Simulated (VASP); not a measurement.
# Co (Im-3m) in VASP: further runs, part 2 of 2

VASP 6.6.1. The steps go on from the part before.

## Step 3: Single point, PBEsol (volume scaled by 0.92)

The input, INCAR:

```
ALGO     = Normal         # electronic algorithm
EDIFF    = 1E-6           # SCF threshold, eV
ENCUT    = 520            # plane-wave cutoff, eV
GGA      = PS             # functional
ISIF     = 2              # what is computed and relaxed
ISMEAR   = -1             # smearing method
LASPH    = T              # aspherical terms in the spheres
LCHARG   = F              # write CHGCAR
LREAL    = F              # projectors in reciprocal space
LWAVE    = F              # write WAVECAR
NBANDS   = 10             # bands
NELM     = 60             # most SCF steps
PREC     = Accurate       # precision mode
SIGMA    = 0.1            # smearing width, eV
```

The input, KPOINTS:

```
k-points
0
Gamma
  26 26 26
```

The input, POSCAR:

```
Co
1.0
   -1.3258590084      1.3258590084      1.3258590084
    1.3258590084     -1.3258590084      1.3258590084
    1.3258590084      1.3258590084     -1.3258590084
Co
1
Direct
    0.0000000000      0.0000000000      0.0000000000
```

Potentials or basis: VASP PAW PBE potentials, release 64 (Co).

On the command line:

```sh
> cat potpaw_PBE.64/Co/POTCAR > POTCAR
> mpirun -np 1 vasp_std > vasp.out
```

OUTCAR:

```text
EDIFF = 1E-6
   ENCUT = 520
   GGA = PS
   ISIF = 2
   ISMEAR = -1
   LASPH = T
   LREAL = F
   NELM = 60
   PREC = Accurate

 ion  position               nearest neighbor table
   1  0.000  0.000  0.000-

  LATTYP: Found a body centered cubic cell.
 ALAT       =     2.6517180168

  Lattice vectors:

 A1 = (  -1.3258590084,   1.3258590084,   1.3258590084)
 A2 = (   1.3258590084,  -1.3258590084,   1.3258590084)
 A3 = (   1.3258590084,   1.3258590084,  -1.3258590084)

Analysis of symmetry for initial positions (statically):
=====================================================================
 Subroutine PRICEL returns:
 Original cell was already a primitive cell.

 Routine SETGRP: Setting up the symmetry group for a
 body centered cubic supercell.

 Subroutine GETGRP returns: Found 48 space group operations
 (whereof 48 operations were pure point group operations)
 out of a pool of 48 trial point group operations.

The static configuration has the point symmetry O_h .

Analysis of symmetry for dynamics (positions and initial velocities):
=====================================================================
 Subroutine PRICEL returns:
 Original cell was already a primitive cell.

 Routine SETGRP: Setting up the symmetry group for a
 body centered cubic supercell.

 Subroutine GETGRP returns: Found 48 space group operations
 (whereof 48 operations were pure point group operations)
 out of a pool of 48 trial point group operations.

The dynamic configuration has the point symmetry O_h .

 Subroutine INISYM returns: Found 48 space group operations
 (whereof 48 operations are pure point group operations),
 and found     1 'primitive' translations

----------------------------------------------------------------------------------------

                                     Primitive cell

  volume of cell :       9.3229

  direct lattice vectors                    reciprocal lattice vectors
    -1.325859008  1.325859008  1.325859008     0.000000000  0.377114004  0.377114004
     1.325859008 -1.325859008  1.325859008     0.377114004  0.000000000  0.377114004
     1.325859008  1.325859008 -1.325859008     0.377114004  0.377114004  0.000000000

  length of vectors
     2.296455166  2.296455166  2.296455166     0.533319740  0.533319740  0.533319740

  position of ions in fractional coordinates (direct lattice)
     0.000000000  0.000000000  0.000000000

  ion indices of the primitive-cell ions
   primitive index   ion index
                 1           1

----------------------------------------------------------------------------------------

 KPOINTS: k-points

Automatic generation of k-mesh.
 Grid dimensions read from file:
 generate k-points for:   26   26   26

 Generating k-lattice:

  Cartesian coordinates                     Fractional coordinates (reciprocal lattice)
     0.000000000  0.014504385  0.014504385     0.038461538  0.000000000  0.000000000
     0.014504385  0.000000000  0.014504385     0.000000000  0.038461538  0.000000000
     0.014504385  0.014504385  0.000000000     0.000000000  0.000000000  0.038461538

  Length of vectors
     0.020512298  0.020512298  0.020512298

  Shift w.r.t. Gamma in fractional coordinates (k-lattice)
     0.000000000  0.000000000  0.000000000

 Subroutine IBZKPT returns following result:
 ===========================================

 Found    511 irreducible k-points:

 Following reciprocal coordinates:
            Coordinates               Weight
  0.000000  0.000000  0.000000      1.000000
  0.038462  0.000000  0.000000     12.000000
  0.076923  0.000000  0.000000     12.000000
  0.115385  0.000000  0.000000     12.000000
  0.153846  0.000000  0.000000     12.000000
  0.192308  0.000000  0.000000     12.000000
[... 16 lines left out ...]
  0.346154  0.038462  0.000000     48.000000
  0.384615  0.038462  0.000000     48.000000
 [... further k-points ...]
   k-points           NKPTS =    511   k-points in BZ     NKDIM =    511   number of bands    NBANDS=     10
   number of dos      NEDOS =    301   number of ions     NIONS =      1
   total plane-waves  NPLWV =   5832
   dimension x,y,z NGX =    18 NGY =   18 NGZ =   18
   dimension x,y,z NGXF=    36 NGYF=   36 NGZF=   36
   ions per type =               1
   NGX,Y,Z   is equivalent  to a cutoff of  13.03, 13.03, 13.03 a.u.
   NGXF,Y,Z  is equivalent  to a cutoff of  26.06, 26.06, 26.06 a.u.
 SYSTEM =  unknown system
   PREC   = accura    normal or accurate (medium, high low for compatibility)
   ISTART =      0    job   : 0-new  1-cont  2-samecut
   ICHARG =      2    charge: 1-file 2-atom 10-const
   ISPIN  =      1    spin polarized calculation?
   LNONCOLLINEAR =      F non collinear calculations
   LSORBIT =      F    spin-orbit coupling
   LASPH  =      T    aspherical Exc in radial PAW
   ENCUT  =  520.0 eV  38.22 Ry    6.18 a.u.   4.27  4.27  4.27*2*pi/ulx,y,z
   NELM   =     60;   NELMIN=  2; NELMDL= -5     # of ELM steps
   EDIFF  = 0.1E-05   stopping-criterion for ELM
   LREAL  =      F    real-space projection
   EDIFFG = 0.1E-04   stopping-criterion for IOM
   NSW    =      0    number of steps for IOM
   IBRION =     -1    ionic relax: 0-MD 1-quasi-New 2-CG
   NFREE  =      0    steps in history (QN), initial steepest desc. (CG)
   ISIF   =      2    stress and relaxation
   ISYM   =      2    0-nonsym 1-usesym 2-fastsym
   POTIM  = 0.5000    time-step for ionic-motion
   TEBEG  =    0.0;   TEEND  =   0.0 temperature during run
   PSTRESS=    0.0 pullay stress
   NELECT =       9.0000    total number of electrons
   NUPDOWN=      -1.0000    fix difference up-down
   EMIN   =  10.00;   EMAX   =-10.00  energy-range for DOS
   EFERMI =   0.00;   METHOD = LEGACY
   ISMEAR =    -1;   SIGMA  =   0.10  broadening in eV -4-tet -1-fermi 0-gaus
   EFERMI_NEDOS =   21; number of points for ismear=-14 and -15
   IALGO  =     38    algorithm
   IMIX   =      4    mixing-type and parameters
     AMIX     =   0.40;   BMIX     =  1.00
     AMIX_MAG =   1.60;   BMIX_MAG =  1.00
  volume/ion in A,a.u.               =       9.32        62.91
  Fermi-wavevector in a.u.,A,eV,Ry     =   1.617974  3.057528 35.617894  2.617841
  Thomas-Fermi vector in A             =   2.712312
   LORBIT       =      0    0 simple, 1 ext, 2 COOP (PROOUT), +10 PAW based schemes
   GGA     = PS    functional components
   LHFCALC =     F    Hartree Fock is set to
   AEXX    =    0.0000 exact exchange contribution
   IVDW    =     0    specifies the selected vdW correction
   LEPSILON=     F    determine dielectric tensor
   LRPA    =     F    only Hartree local field effects (RPA)
 non-spin polarized calculation
  energy-cutoff  :      520.00
  volume of cell :        9.32
 maximum number of plane-waves:       259
 NGX is ok and might be reduce to    18
   NGX =  9   NGY =  9   NGZ =  9

 number of electron       9.0000003 magnetization

 Free energy of the ion-electron system (eV)
  ---------------------------------------------------
  ext. energy  EPLUGINS =         0.00000000
  ---------------------------------------------------
  free energy    TOTEN  =        -7.32828785 eV

  energy without entropy =       -7.23103848  energy(sigma->0) =       -7.27966317

 E-fermi :  12.3392     XC(G=0): -14.5134

 val. band max:       12.3379908898   @ k =  -0.4231   0.4615   0.3462
 cond. band min:      12.3392486699   @ k =  -0.4231   0.4231   0.3846
 fundamental gap:      0.0012577801
 Fermi energy:        12.3392232336

 k-point     1 :       0.0000    0.0000    0.0000
  band No.  band energies     occupation
      1       2.5348      2.00000
      2      10.1377      2.00000
      3      10.1377      2.00000
      4      10.1377      2.00000
      5      12.0001      1.93487
      6      12.0001      1.93487
      7      39.5748      0.00000
      8      39.5748      0.00000
      9      39.5748      0.00000
     10      46.2455      0.00000
[... 287 lines left out ...]
 k-point    24 :       0.3846    0.0385    0.0000
  band No.  band energies     occupation
      1       6.8239      2.00000
      2       8.8937      2.00000
      3      11.1887      1.99998
      4      11.9485      1.96061
      5      12.3058      1.16553
      6      13.2156      0.00031
      7      23.2306      0.00000
      8      32.8164      0.00000
      9      35.7435      0.00000
     10      39.3448      0.00000

 [... further k-points ...]

------------------------ aborting loop because EDIFF is reached ----------------------------------------

  FORCE on cell =-STRESS in cart. coord.  units (eV):
  Direction    XX          YY          ZZ          XY          YZ          ZX
  --------------------------------------------------------------------------------------
  -------------------------------------------------------------------------------------
  Total        1.5000379      1.5000379      1.5000379      0.0000000      0.0000000      0.0000000
  in kB      257.7868674    257.7868674    257.7868674      0.0000000      0.0000000      0.0000000
  external PRESSURE =     257.7868674 kB  Pullay stress =       0.0000000 kB

 VOLUME and BASIS-vectors are now :
 -----------------------------------------------------------------------------
  energy-cutoff  :      520.00
  volume of cell :        9.32
      direct lattice vectors                 reciprocal lattice vectors
    -1.325859008  1.325859008  1.325859008     0.000000000  0.377114004  0.377114004
     1.325859008 -1.325859008  1.325859008     0.377114004  0.000000000  0.377114004
     1.325859008  1.325859008 -1.325859008     0.377114004  0.377114004  0.000000000

 POSITION                                       TOTAL-FORCE (eV/Angst)
 -----------------------------------------------------------------------------------
      0.00000      0.00000      0.00000         0.000000     -0.000000     -0.000000
 -----------------------------------------------------------------------------------
    total drift:                                0.000000     -0.000000      0.000000

  FREE ENERGIE OF THE ION-ELECTRON SYSTEM (eV)
  ---------------------------------------------------
  free  energy   TOTEN  =        -7.3282878548 eV

  energy  without entropy=       -7.2310384804  energy(sigma->0) =       -7.27966317
```

Run time: 42 s. Hardware: 1 thread of AMD EPYC 7R43 (Zen 3), shared host; peak memory 0.12 GiB.

What came out:

- Free energy: -7.3283 eV
- Pressure: 25.8 GPa

Caveat: the cell differs from its parent crystal (volume scaled by 0.92); the PAW data sets were made with another functional, which shifts forces and pressure a little; the run has no spin polarisation, though such a crystal can be magnetic.

## Step 4: Relaxation of cell and atoms, PBEsol

This run uses another cell than the first one, of 11.07 Å³/atom, 1.093 times its volume.

The input, INCAR:

```
PREC     = Accurate       # precision mode
ENCUT    = 600            # plane-wave cutoff, eV
EDIFF    = 1E-6           # SCF threshold, eV
ISMEAR   = -1             # smearing method
SIGMA    = 0.1            # smearing width, eV
LREAL    = False          # projectors in reciprocal space
LASPH    = True           # aspherical terms in the spheres
NELM     = 100            # most SCF steps
ALGO     = Normal         # electronic algorithm
ISIF     = 3              # what is computed and relaxed
LWAVE    = False          # write WAVECAR
LCHARG   = False          # write CHGCAR
GGA      = PS             # functional
IBRION   = 2              # ionic algorithm
NSW      = 80             # ionic steps
EDIFFG   = -0.01          # ionic threshold
```

The input, KPOINTS:

```
regular mesh
0
Gamma
  16 16 16
```

The input, POSCAR:

```
Co
1.0
   -1.4041371717      1.4041371717      1.4041371717
    1.4041371717     -1.4041371717      1.4041371717
    1.4041371717      1.4041371717     -1.4041371717
Co
1
Direct
    0.0000000000      0.0000000000      0.0000000000
```

On the command line:

```sh
> cat potpaw_PBE.64/Co/POTCAR > POTCAR
> mpirun -np 1 vasp_std > vasp.out
```

Wall time 59 s (1 thread of AMD EPYC 7R43 (Zen 3), shared host); peak memory 0.11 GiB.

The run converged. Its results:

```
Free energy                            : -7.3860 eV
Relaxed volume                         : 10.10 Å³/atom
Relaxed cell                           : a = 2.358 Å, b = 2.358 Å, c = 2.358 Å, α = 109.47°, β = 109.47°, γ = 109.47°
Space group after relaxing (to 0.05 Å) : Im-3m (No. 229)
Energy gained by relaxing              : 66.5 meV/atom
Ionic steps                            : 4
Pressure after relaxing                : -0.1 GPa
```

The path:
```
step  energy change (eV)  largest force (eV/Å)  pressure (GPa)  volume (Å³)
   1              0.0000                0.0000          -19.84        11.07
   2              0.0518                0.0000           39.34         9.02
   3             -0.0665                0.0000           -0.65        10.12
   4             -0.0665                0.0000           -0.08        10.10
```

Final structure:
```
Co
1.0
    -1.36152    1.36152    1.36152
     1.36152   -1.36152    1.36152
     1.36152    1.36152   -1.36152
Co
1
Direct
  0.00000 0.00000 0.00000
```

Levels at points of the mesh, in eV from the Fermi level:
```csv
k point,band 2,band 3,band 4,band 5,band 6,band 7,band 8
"(0.00, 0.00, 0.00)",-1.96,-1.96,-1.96,-0.30,-0.30,26.47,26.47
"(0.50, 0.00, 0.00)",-3.17,-0.34,-0.07,0.34,0.96,8.11,19.52
"(0.50, 0.50, 0.50)",-4.60,0.67,0.67,0.67,10.54,10.54,10.54
```

Caveat: the PAW data sets were made with another functional, which shifts forces and pressure a little; the run has no spin polarisation, though such a crystal can be magnetic. Spin polarisation is off, so any magnetic state and its effect on volume and gap are missing.

## Step 5: Single point, PBEsol (volume scaled by 0.96)

The input, INCAR:

```
ALGO = Normal
EDIFF = 1E-6
ENCUT = 520
GGA = PS
ISIF = 2
ISMEAR = -1
LASPH = T
LCHARG = F
LREAL = F
LWAVE = F
NBANDS = 10
NELM = 60
PREC = Accurate
SIGMA = 0.1
```

The input, KPOINTS:

```
k-points
0
Gamma
  26 26 26
```

The input, POSCAR:

```
Co
1.0
   -1.3448024107      1.3448024107      1.3448024107
    1.3448024107     -1.3448024107      1.3448024107
    1.3448024107      1.3448024107     -1.3448024107
Co
1
Direct
    0.0000000000      0.0000000000      0.0000000000
```

On the command line:

```sh
> cat potpaw_PBE.64/Co/POTCAR > POTCAR
> mpirun -np 1 vasp_std > vasp.out
```

Wall time 46 s (1 thread of AMD EPYC 7R43 (Zen 3), shared host); peak memory 0.12 GiB.

It converged, with:

| Quantity | Value |
| --- | --- |
| Free energy | -7.3737 eV |
| Pressure | 10.8 GPa |

Levels at points of the mesh, in eV from the Fermi level:
```csv
k point,band 1,band 2,band 3,band 4,band 5,band 6,band 7,band 8,band 9,band 10
"(0.00, 0.00, 0.00)",-9.51,-2.07,-2.07,-2.07,-0.32,-0.32,26.83,26.83,26.83,33.13
"(0.50, 0.00, 0.00)",-5.18,-3.35,-0.35,-0.08,0.31,1.01,8.45,19.83,22.31,25.88
"(0.50, 0.50, 0.50)",-4.87,-4.87,0.70,0.70,0.70,10.81,10.81,10.81,17.36,17.36
```

Caveat: the cell differs from its parent crystal (volume scaled by 0.96); the PAW data sets were made with another functional, which shifts forces and pressure a little; the run has no spin polarisation, though such a crystal can be magnetic. Spin polarisation is off, so any magnetic state and its effect on volume and gap are missing.

## Step 6: Summary

| task | cell | k mesh | cutoff (eV) | gap on the mesh (eV) | pressure (GPa) |
| --- | --- | --- | --- | --- | --- |
| single point | a = 2.361 Å, angles 109.5°, 1 atom | 16 × 16 × 16 | 520 | none | -1.0 |
| single point | a = 2.296 Å, angles 109.5°, 1 atom | 26 × 26 × 26 | 520 | none | 25.8 |
| relaxation of cell and atoms | relaxed from a = 2.432 Å, angles 109.5°, 1 atom | 16 × 16 × 16 | 600 | none | -0.1 |
| single point | a = 2.329 Å, angles 109.5°, 1 atom | 26 × 26 × 26 | 520 | none | 10.8 |

Alike in all rows: level PBEsol; potentials or basis VASP PAW PBE potentials, release 64 (Co); no spin polarisation; smearing fermi-dirac 0.1 eV.

Caveats: the PAW data sets were made with another functional, which shifts forces and pressure a little; the run has no spin polarisation, though such a crystal can be magnetic.

Absolute energies hang on the potentials; compare differences alone.
